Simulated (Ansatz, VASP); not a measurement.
# W: VASP beside Ansatz

```xyz
1
Lattice="0.0000 2.0179 2.0179 2.0179 0.0000 2.0179 2.0179 2.0179 0.0000" Properties=species:S:1:pos:R:3 pbc="T T T"
W     0.0000    0.0000    0.0000
```

Alike in both runs: functional LDA; k mesh 18 × 18 × 18; occupations fermi-dirac, width 0.05 eV; no spin polarisation.

Ansatz relaxed the structure, and its values are those at the end. VASP's run is a single point on that final structure, the one shown.

|  | VASP | Ansatz |
| --- | --- | --- |
| version | VASP 6.6.1 | Ansatz 0.2.0 |
| potentials or method | VASP PAW LDA potentials, release 64 (W_sv), cutoff 520 eV | all-electron LAPW, non-relativistic |

```tsv
	VASP	Ansatz	Ansatz less VASP
pressure (GPa)	-11.9	0.0	+11.93
```

LDA's correlation is that of Perdew and Zunger in VASP and of Perdew and Wang (1992) in Ansatz. One of these differences is far larger than is usual between the two programs; its cause wasn't traced. Ansatz ran all-electron here, and VASP with PAW potentials.

Spin-orbit coupling is off throughout.
